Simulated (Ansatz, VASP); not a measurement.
# Two plane-wave programs on MgSe

```
CELL_PARAMETERS angstrom
0.00000 2.78147 2.78147
2.78147 0.00000 2.78147
2.78147 2.78147 0.00000
ATOMIC_POSITIONS crystal
Mg 0.00000 0.00000 0.00000
Se 0.50000 0.50000 0.50000
```

Alike in both runs: task single point; functional PBE; k mesh 6 × 6 × 6; no spin polarisation.

```csv
,VASP,Ansatz
version,VASP 6.6.1,Ansatz 0.2.0
potentials or method,"VASP PAW PBE potentials, release 64 (Mg, Se)","plane waves, PAW"
plane-wave cutoff (eV),600,420
occupations,"gaussian, width 0.01 eV",fixed
valence electrons in the cell,8,26
```

```tsv
	VASP	Ansatz	Ansatz less VASP
gap on the k mesh at the Fermi level (eV)	1.69	1.72	+0.024
pressure (GPa)	-1.8	-1.7	+0.12
```

VASP's potentials hold 8 valence electrons a cell and Ansatz's 26, so a difference there can come from the potentials and not from the codes.
